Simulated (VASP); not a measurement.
# Sb (Fm-3m) in VASP: notebook

The runs below take Sb through relaxation of cell and atoms, with PBE+D4, PBEsol+D3(BJ), PBEsol+D4, RPBE+D3(BJ).

Everything below comes from runs of VASP 6.6.1. Logs are shortened: lines on timing, memory, paths and dates and some standing lists are left out, and cuts for length are marked.

**1. The cell of the first run**

The structure is cubic, space group Fm-3m (No. 225). The conventional cell has a = 4.742 Å, b = 4.742 Å, c = 4.742 Å, α = 90.00°, β = 90.00°, γ = 90.00°. Within 4.4 Å of Sb (site symmetry m-3m) lie 12 Sb at 3.35 Å.

**2. Relaxation of cell and atoms, PBE+D4**

File INCAR:

```
PREC = Accurate
ENCUT = 600
EDIFF = 1E-6
ISMEAR = -1
SIGMA = 0.05
LREAL = False
LASPH = True
NELM = 60
ALGO = Normal
ISIF = 3
LWAVE = False
LCHARG = False
GGA = PE
IVDW = 13
IBRION = 2
NSW = 60
EDIFFG = -0.01
```

File KPOINTS:

```
regular mesh
0
Gamma
  10 10 10
```

File POSCAR:

```
Sb
1.0
    0.0000000000      2.3712425216      2.3712425216
    2.3712425216      0.0000000000      2.3712425216
    2.3712425216      2.3712425216      0.0000000000
Sb
1
Direct
    0.0000000000      0.0000000000      0.0000000000
```

Potentials or basis: VASP PAW PBE potentials, release 64 (Sb).

Run with:

```sh
> cat potpaw_PBE.64/Sb/POTCAR > POTCAR
> mpirun -np 1 vasp_std > vasp.out
```

OUTCAR:

```text
PREC = Accurate
   ENCUT = 600
   EDIFF = 1E-6
   ISMEAR = -1
   LREAL = False
   LASPH = True
   NELM = 60
   ISIF = 3
   GGA = PE
   IVDW = 13
   IBRION = 2
   NSW = 60
   EDIFFG = -0.01

 ion  position               nearest neighbor table
   1  0.000  0.000  0.000-

  LATTYP: Found a face centered cubic cell.
 ALAT       =     4.7424850432

  Lattice vectors:

 A1 = (   0.0000000000,   2.3712425216,   2.3712425216)
 A2 = (   2.3712425216,   0.0000000000,   2.3712425216)
 A3 = (   2.3712425216,   2.3712425216,   0.0000000000)

Analysis of symmetry for initial positions (statically):
=====================================================================
 Subroutine PRICEL returns:
 Original cell was already a primitive cell.

 Routine SETGRP: Setting up the symmetry group for a
 face centered cubic supercell.

 Subroutine GETGRP returns: Found 48 space group operations
[... 9 lines left out ...]

 Routine SETGRP: Setting up the symmetry group for a
 face centered cubic supercell.

 Subroutine GETGRP returns: Found 48 space group operations
[... 11 lines left out ...]
                                     Primitive cell

  volume of cell :      26.6660

  direct lattice vectors                    reciprocal lattice vectors
     0.000000000  2.371242522  2.371242522    -0.210859916  0.210859916  0.210859916
     2.371242522  0.000000000  2.371242522     0.210859916 -0.210859916  0.210859916
     2.371242522  2.371242522  0.000000000     0.210859916  0.210859916 -0.210859916

  length of vectors
     3.353443334  3.353443334  3.353443334     0.365220089  0.365220089  0.365220089

  position of ions in fractional coordinates (direct lattice)
     0.000000000  0.000000000  0.000000000

  ion indices of the primitive-cell ions
   primitive index   ion index
                 1           1

----------------------------------------------------------------------------------------

 KPOINTS: regular mesh

Automatic generation of k-mesh.
 Grid dimensions read from file:
 generate k-points for:   10   10   10

 Generating k-lattice:

  Cartesian coordinates                     Fractional coordinates (reciprocal lattice)
    -0.021085992  0.021085992  0.021085992     0.100000000  0.000000000  0.000000000
     0.021085992 -0.021085992  0.021085992     0.000000000  0.100000000  0.000000000
     0.021085992  0.021085992 -0.021085992     0.000000000  0.000000000  0.100000000

  Length of vectors
     0.036522009  0.036522009  0.036522009

  Shift w.r.t. Gamma in fractional coordinates (k-lattice)
     0.000000000  0.000000000  0.000000000

 Subroutine IBZKPT returns following result:
 ===========================================

 Found     47 irreducible k-points:

 Following reciprocal coordinates:
            Coordinates               Weight
  0.000000  0.000000  0.000000      1.000000
  0.100000  0.000000  0.000000      8.000000
  0.200000  0.000000  0.000000      8.000000
  0.300000  0.000000  0.000000      8.000000
  0.400000  0.000000  0.000000      8.000000
  0.500000  0.000000  0.000000      4.000000
[... 16 lines left out ...]
  0.300000  0.300000  0.000000      6.000000
  0.400000  0.300000  0.000000     24.000000
 [... further k-points ...]
   k-points           NKPTS =     47   k-points in BZ     NKDIM =     47   number of bands    NBANDS=      6
   number of dos      NEDOS =    301   number of ions     NIONS =      1
   total plane-waves  NPLWV =  21952
   dimension x,y,z NGX =    28 NGY =   28 NGZ =   28
   dimension x,y,z NGXF=    56 NGYF=   56 NGZF=   56
   ions per type =               1
   NGX,Y,Z   is equivalent  to a cutoff of  13.88, 13.88, 13.88 a.u.
   NGXF,Y,Z  is equivalent  to a cutoff of  27.76, 27.76, 27.76 a.u.
 SYSTEM =  unknown system
   PREC   = accura    normal or accurate (medium, high low for compatibility)
   ISTART =      0    job   : 0-new  1-cont  2-samecut
   ICHARG =      2    charge: 1-file 2-atom 10-const
   ISPIN  =      1    spin polarized calculation?
   LNONCOLLINEAR =      F non collinear calculations
   LSORBIT =      F    spin-orbit coupling
   LASPH  =      T    aspherical Exc in radial PAW
   ENCUT  =  600.0 eV  44.10 Ry    6.64 a.u.   6.70  6.70  6.70*2*pi/ulx,y,z
   NELM   =     60;   NELMIN=  2; NELMDL= -5     # of ELM steps
   EDIFF  = 0.1E-05   stopping-criterion for ELM
   LREAL  =      F    real-space projection
   EDIFFG = -.1E-01   stopping-criterion for IOM
   NSW    =     60    number of steps for IOM
   IBRION =      2    ionic relax: 0-MD 1-quasi-New 2-CG
   NFREE  =      1    steps in history (QN), initial steepest desc. (CG)
   ISIF   =      3    stress and relaxation
   ISYM   =      2    0-nonsym 1-usesym 2-fastsym
   POTIM  = 0.5000    time-step for ionic-motion
   TEBEG  =    0.0;   TEEND  =   0.0 temperature during run
   PSTRESS=    0.0 pullay stress
   NELECT =       5.0000    total number of electrons
   NUPDOWN=      -1.0000    fix difference up-down
   EMIN   =  10.00;   EMAX   =-10.00  energy-range for DOS
   EFERMI =   0.00;   METHOD = LEGACY
   ISMEAR =    -1;   SIGMA  =   0.05  broadening in eV -4-tet -1-fermi 0-gaus
   EFERMI_NEDOS =   21; number of points for ismear=-14 and -15
   IALGO  =     38    algorithm
   IMIX   =      4    mixing-type and parameters
     AMIX     =   0.40;   BMIX     =  1.00
     AMIX_MAG =   1.60;   BMIX_MAG =  1.00
  volume/ion in A,a.u.               =      26.67       179.95
  Fermi-wavevector in a.u.,A,eV,Ry     =   0.937013  1.770697 11.945820  0.877993
  Thomas-Fermi vector in A             =   2.064081
   LORBIT       =      0    0 simple, 1 ext, 2 COOP (PROOUT), +10 PAW based schemes
   GGA     = PE    functional components
   LHFCALC =     F    Hartree Fock is set to
   AEXX    =    0.0000 exact exchange contribution
   IVDW    =    13    specifies the selected vdW correction
   LEPSILON=     F    determine dielectric tensor
   LRPA    =     F    only Hartree local field effects (RPA)
 conjugate gradient relaxation of ions
 non-spin polarized calculation
  energy-cutoff  :      600.00
  volume of cell :       26.67
 maximum number of plane-waves:       908
   NGX = 13   NGY = 13   NGZ = 13

--------------------------------------- Ionic step        1  -------------------------------------------

 number of electron       5.0000000 magnetization

 Free energy of the ion-electron system (eV)
  ---------------------------------------------------
  ext. energy  EPLUGINS =         0.00000000
  ---------------------------------------------------
  free energy    TOTEN  =        -3.81969564 eV

  energy without entropy =       -3.81296255  energy(sigma->0) =       -3.81632910

------------------------ aborting loop because EDIFF is reached ----------------------------------------

  DFT-D4 for vdW energy calculation

  Edisp (eV):   -0.56695
[... 69 lines left out ...]
--------------------------------------- Ionic step        3  -------------------------------------------

 number of electron       5.0000000 magnetization

 Free energy of the ion-electron system (eV)
  ---------------------------------------------------
  ext. energy  EPLUGINS =         0.00000000
  ---------------------------------------------------
  free energy    TOTEN  =        -3.80996439 eV

  energy without entropy =       -3.80302406  energy(sigma->0) =       -3.80649422

 E-fermi :   8.9402     XC(G=0): -10.3820

 val. band max:        8.9344232550   @ k =   0.3000   0.2000   0.0000
 cond. band min:       8.9630709071   @ k =  -0.2000   0.2000   0.0000
 fundamental gap:      0.0286476521
 Fermi energy:         8.9402466318

 k-point     1 :       0.0000    0.0000    0.0000
  band No.  band energies     occupation
      1      -4.2256      2.00000
      2      14.5369      0.00000
      3      14.5369      0.00000
      4      14.5369      0.00000
      5      19.0303      0.00000
      6      19.0303      0.00000
[... 199 lines left out ...]
 k-point    24 :       0.4000    0.3000    0.0000
  band No.  band energies     occupation
      1      -0.8381      2.00000
      2       6.8961      2.00000
      3       9.2017      0.01065
      4      10.1465      0.00000
      5      14.1291      0.00000
      6      15.4031      0.00000

 [... further k-points ...]

------------------------ aborting loop because EDIFF is reached ----------------------------------------

  DFT-D4 for vdW energy calculation

  Edisp (eV):   -0.57949
[... 24 lines left out ...]
  FREE ENERGIE OF THE ION-ELECTRON SYSTEM (eV)
  ---------------------------------------------------
  free  energy   TOTEN  =        -4.3894494853 eV

  energy  without entropy=       -4.3825091582  energy(sigma->0) =       -4.38597932

 reached required accuracy - stopping structural energy minimisation
```

OSZICAR:

```text
N       E                     dE             d eps       ncg     rms          rms(c)
DAV:   1     0.964147573618E+01    0.96415E+01   -0.18232E+03   564   0.621E+02
DAV:   2    -0.366297872020E+01   -0.13304E+02   -0.12944E+02   852   0.805E+01
DAV:   3    -0.382406999540E+01   -0.16109E+00   -0.16013E+00   678   0.101E+01
DAV:   4    -0.382470255772E+01   -0.63256E-03   -0.63248E-03   762   0.812E-01
[... 14 lines left out ...]
       N       E                     dE             d eps       ncg     rms          rms(c)
DAV:   1    -0.381060345886E+01   -0.67662E-02   -0.20467E-02   600   0.835E-01    0.119E-01
DAV:   2    -0.381019096984E+01    0.41249E-03   -0.31052E-04   564   0.150E-01    0.669E-02
DAV:   3    -0.380996449206E+01    0.22648E-03   -0.40427E-04   588   0.118E-01    0.207E-02
DAV:   4    -0.380996438643E+01    0.10563E-06   -0.22797E-06   648   0.162E-02
   3 F= -.43894495E+01 E0= -.43859793E+01  d E =-.280872E-02
```

Run time: 35 s. Hardware: 1 thread of AMD EPYC 7R13, shared host; peak memory 0.13 GiB.

What came out:

| Item | Value |
| --- | --- |
| Free energy | -4.3894 eV |
| Relaxed volume | 26.04 Å³/atom |
| Relaxed cell | a = 3.327 Å, b = 3.327 Å, c = 3.327 Å, α = 60.00°, β = 60.00°, γ = 60.00° |
| Space group after relaxing (to 0.05 Å) | Fm-3m (No. 225) |
| Energy gained by relaxing | 2.8 meV/atom |
| Ionic steps | 3 |
| Pressure after relaxing | 0.0 GPa |
| Dispersion energy per atom | -0.579 eV |

Step by step:
| step | energy change (eV) | largest force (eV/Å) | pressure (GPa) | volume (Å³) |
| --- | --- | --- | --- | --- |
| 1 | 0.0000 | 0.0000 | -1.41 | 26.67 |
| 2 | -0.0023 | 0.0000 | 0.67 | 25.77 |
| 3 | -0.0028 | 0.0000 | 0.01 | 26.04 |

Final structure:
```
CELL_PARAMETERS angstrom
0.00000 2.35257 2.35257
2.35257 0.00000 2.35257
2.35257 2.35257 0.00000
ATOMIC_POSITIONS crystal
Sb 0.00000 0.00000 0.00000
```

Levels at points of the mesh, in eV from the Fermi level:
```tsv
k point	band 1	band 2	band 3	band 4	band 5
(0.00, 0.00, 0.00)	-13.17	5.60	5.60	5.60	10.09
(0.50, 0.00, 0.00)	-9.22	-6.01	3.82	3.82	8.42
(0.50, 0.50, 0.00)	-7.50	-5.08	0.41	0.41	4.20
```

Caveat: spin-orbit coupling is left out, which moves the levels of the heavy elements; pairwise dispersion overbinds metals, which lowers pressure and volume.

[end of part 1 of 2]
